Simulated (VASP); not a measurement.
# BF (Cmcm) in VASP: further runs, part 2 of 2

VASP 6.6.1. The steps go on from the part before.

## Step 4: Single point, PBE

This run uses another cell than the first one, of 13.14 Å³/atom.

Input file INCAR:

```
SYSTEM = BF
ALGO = Normal ; EDIFF = 1E-6
ENCUT = 520 ; GGA = PE
ISIF = 2 ; ISMEAR = 0
LASPH = .True. ; LCHARG = .True.
LELF = .True. ; LREAL = .False.
LVHAR = .True. ; LWAVE = .False.
NBANDS = 18 ; NELM = 60
PREC = Accurate ; SIGMA = 0.1
```

Input file KPOINTS:

```
k-points
0
Gamma
  14 14 12
  0 0 0
```

Input file POSCAR:

```
BF
1.0
    1.4034604172     -6.5888157531      0.0000000000
    1.4034604172      6.5888157531      0.0000000000
    0.0000000000      0.0000000000      2.8411249405
B F
2 2
Direct
    0.4623884423      0.5376115577      0.2500000000
    0.5376115577      0.4623884423      0.7500000000
    0.3624707400      0.6375292600      0.2500000000
    0.6375292600      0.3624707400      0.7500000000
```

Potentials or basis: VASP PAW PBE potentials, release 64 (B, F).

Command:

```console
> cat potpaw_PBE.64/B/POTCAR potpaw_PBE.64/F/POTCAR > POTCAR
> mpirun -np 1 vasp_std > vasp.out
```

OUTCAR:

```text
SYSTEM = BF
   EDIFF = 1E-6
   ENCUT = 520
   GGA = PE
   ISIF = 2
   ISMEAR = 0
   LASPH = .True.
   LREAL = .False.
   NELM = 60
   PREC = Accurate

 ion  position               nearest neighbor table
   1  0.462  0.538  0.250-   3 1.32   2 1.73   2 1.73
   2  0.538  0.462  0.750-   4 1.32   1 1.73   1 1.73
   3  0.362  0.638  0.250-   1 1.32
   4  0.638  0.362  0.750-   2 1.32

  LATTYP: Found a base centered orthorhombic cell.
 ALAT       =     2.8069208344
 B/A-ratio  =     4.6946929691
 C/A-ratio  =     1.0121856326

  Lattice vectors:

 A1 = (   1.4034604172,  -6.5888157531,   0.0000000000)
 A2 = (   1.4034604172,   6.5888157531,   0.0000000000)
 A3 = (   0.0000000000,   0.0000000000,   2.8411249405)

Analysis of symmetry for initial positions (statically):
=====================================================================
 Subroutine PRICEL returns:
 Original cell was already a primitive cell.

 Routine SETGRP: Setting up the symmetry group for a
 base centered orthorhombic supercell.

 Subroutine GETGRP returns: Found  8 space group operations
 (whereof  4 operations were pure point group operations)
 out of a pool of  8 trial point group operations.

The static configuration has the point symmetry C_2h.
 The point group associated with its full space group is D_2h.

Analysis of symmetry for dynamics (positions and initial velocities):
=====================================================================
 Subroutine PRICEL returns:
 Original cell was already a primitive cell.

 Routine SETGRP: Setting up the symmetry group for a
 base centered orthorhombic supercell.

 Subroutine GETGRP returns: Found  8 space group operations
 (whereof  4 operations were pure point group operations)
 out of a pool of  8 trial point group operations.

[... 121 lines left out ...]
   EFERMI_NEDOS =   21; number of points for ismear=-14 and -15
   IALGO  =     38    algorithm
   IMIX   =      4    mixing-type and parameters
     AMIX     =   0.40;   BMIX     =  1.00
     AMIX_MAG =   1.60;   BMIX_MAG =  1.00
  volume/ion in A,a.u.               =      13.14        88.65
  Fermi-wavevector in a.u.,A,eV,Ry     =   1.186430  2.242028 19.151788  1.407617
  Thomas-Fermi vector in A             =   2.322603
   LORBIT       =      0    0 simple, 1 ext, 2 COOP (PROOUT), +10 PAW based schemes
   GGA     = PE    functional components
   LHFCALC =     F    Hartree Fock is set to
   AEXX    =    0.0000 exact exchange contribution
   IVDW    =     0    specifies the selected vdW correction
   LEPSILON=     F    determine dielectric tensor
   LRPA    =     F    only Hartree local field effects (RPA)
 non-spin polarized calculation
 Gauss-broadening in eV      SIGMA  =   0.10
  energy-cutoff  :      520.00
  volume of cell :       52.54
 maximum number of plane-waves:      1443
   NGX = 25   NGY = 25   NGZ = 11

 number of electron      20.0000011 magnetization

 Free energy of the ion-electron system (eV)
  ---------------------------------------------------
  ext. energy  EPLUGINS =         0.00000000
  ---------------------------------------------------
  free energy    TOTEN  =       -22.45054536 eV

  energy without entropy =      -22.44673511  energy(sigma->0) =      -22.44864024

 E-fermi :   0.0364     XC(G=0):  -8.3433

 val. band max:        0.0138572881   @ k =   0.5000  -0.0000   0.4167
 cond. band min:       0.0642188161   @ k =   0.3571   0.2857   0.3333
 fundamental gap:      0.0503615280
 Fermi energy:         0.0364117232

 k-point     1 :       0.0000    0.0000    0.0000
  band No.  band energies     occupation
      1     -25.8503      2.00000
      2     -25.8152      2.00000
      3     -10.5776      2.00000
      4      -8.3369      2.00000
      5      -6.8924      2.00000
      6      -5.5866      2.00000
[... 481 lines left out ...]
      5      -7.5251      2.00000
      6      -6.7254      2.00000
[... 10 lines left out ...]
     17      12.8737      0.00000
     18      14.6398      0.00000

 [... further k-points ...]

------------------------ aborting loop because EDIFF is reached ----------------------------------------

  FORCE on cell =-STRESS in cart. coord.  units (eV):
  Direction    XX          YY          ZZ          XY          YZ          ZX
  --------------------------------------------------------------------------------------
  -------------------------------------------------------------------------------------
  Total       -0.0780779      0.6111266     -0.0893681      0.0000000      0.0000000      0.0000000
  in kB       -2.3807336     18.6343360     -2.7249932      0.0000000      0.0000000      0.0000000
  external PRESSURE =       4.5095364 kB  Pullay stress =       0.0000000 kB

 VOLUME and BASIS-vectors are now :
 -----------------------------------------------------------------------------
  energy-cutoff  :      520.00
  volume of cell :       52.54
      direct lattice vectors                 reciprocal lattice vectors
     1.403460417 -6.588815753  0.000000000     0.356262274 -0.075886171  0.000000000
     1.403460417  6.588815753  0.000000000     0.356262274  0.075886171  0.000000000
     0.000000000  0.000000000  2.841124940     0.000000000  0.000000000  0.351973257

 POSITION                                       TOTAL-FORCE (eV/Angst)
 -----------------------------------------------------------------------------------
      1.40346      0.49563      0.71028         0.000000     -0.279319      0.000000
      1.40346     -0.49563      2.13084         0.000000      0.279319      0.000000
      1.40346      1.81231      0.71028         0.000000      0.270117      0.000000
      1.40346     -1.81231      2.13084         0.000000     -0.270117     -0.000000
 -----------------------------------------------------------------------------------
    total drift:                               -0.000000     -0.000000      0.000000

  FREE ENERGIE OF THE ION-ELECTRON SYSTEM (eV)
  ---------------------------------------------------
  free  energy   TOTEN  =       -22.4505453571 eV

  energy  without entropy=      -22.4467351145  energy(sigma->0) =      -22.44864024
```

OSZICAR:

```text
N       E                     dE             d eps       ncg     rms          rms(c)
DAV:   1     0.908460273518E+02    0.90846E+02   -0.10793E+04 14396   0.101E+03
DAV:   2    -0.190508002395E+02   -0.10990E+03   -0.10620E+03 17852   0.242E+02
DAV:   3    -0.234449549964E+02   -0.43942E+01   -0.43710E+01 17470   0.473E+01
DAV:   4    -0.234722134530E+02   -0.27258E-01   -0.27254E-01 17472   0.403E+00
DAV:   5    -0.234723948028E+02   -0.18135E-03   -0.18135E-03 17028   0.309E-01    0.738E+00
DAV:   6    -0.226021506234E+02    0.87024E+00   -0.17808E+00 15848   0.114E+01    0.365E+00
DAV:   7    -0.224645763277E+02    0.13757E+00   -0.11725E-01 17112   0.311E+00    0.179E+00
DAV:   8    -0.224496635107E+02    0.14913E-01   -0.10059E-01 16728   0.186E+00    0.381E-01
DAV:   9    -0.224504395709E+02   -0.77606E-03   -0.50345E-03 15776   0.659E-01    0.116E-01
DAV:  10    -0.224504866827E+02   -0.47112E-04   -0.49167E-04 15804   0.243E-01    0.238E-02
DAV:  11    -0.224505454771E+02   -0.58794E-04   -0.11469E-04 15296   0.876E-02    0.154E-02
DAV:  12    -0.224505452150E+02    0.26205E-06   -0.13018E-05 17322   0.292E-02    0.344E-03
DAV:  13    -0.224505453571E+02   -0.14202E-06   -0.81806E-07 12300   0.793E-03
   1 F= -.22450545E+02 E0= -.22448640E+02  d E =-.381024E-02
```

stdout:

```text
POSCAR found type information on POSCAR B F
 POSCAR found :  2 types and       4 ions
 scaLAPACK will be used
 LDA part: xc-table for (Slater+PW92), standard interpolation
 POSCAR, INCAR and KPOINTS ok, starting setup
 FFT: planning ... GRIDC
 FFT: planning ... GRID_SOFT
 FFT: planning ... GRID
 WAVECAR not read
 entering main loop
```

Run time: 19 min. Hardware: 1 thread of AMD EPYC 9755, shared host; peak memory 0.41 GiB.

Results:

```yaml
Free_energy: -22.4505 eV
Pressure: 0.5 GPa
Largest_force: 0.279 eV/Å
Band_gap_on_the_k_mesh: zero (bands 10 and 11 overlap by 1.96 eV)
```

Forces in eV/Å, atoms in the order of the input:
```
B    0.000 -0.279  0.000
B    0.000  0.279  0.000
F    0.000  0.270  0.000
F    0.000 -0.270  0.000
```

## Step 5: The runs side by side

```csv
task,cell,k mesh,cutoff (eV),smearing,gap on the mesh (eV),pressure (GPa),largest force (eV/Å)
relaxation of cell and atoms,"relaxed from a = 5.758, b = 5.758, c = 3.088 Å, angles 90.0, 90.0, 155.6°, 4 atoms, atomic positions A",12 × 12 × 10,600,gaussian 0.02 eV,1.49,-0.1,-
single point,"a = 6.052, b = 6.052, c = 3.085 Å, angles 90.0, 90.0, 156.8°, 4 atoms, atomic positions B",12 × 12 × 10,520,gaussian 0.02 eV,1.51,0.2,0.06
single point,"a = 6.737, b = 6.737, c = 2.841 Å, angles 90.0, 90.0, 156.0°, 4 atoms, atomic positions C",14 × 14 × 12,520,gaussian 0.1 eV,none,0.5,0.28
```

Alike in all rows: level PBE; potentials or basis VASP PAW PBE potentials, release 64 (B, F); no spin polarisation.

Absolute energies hang on the potentials; compare differences alone.

The gap in the log of VASP goes by the Fermi energy; the results here count the filled bands.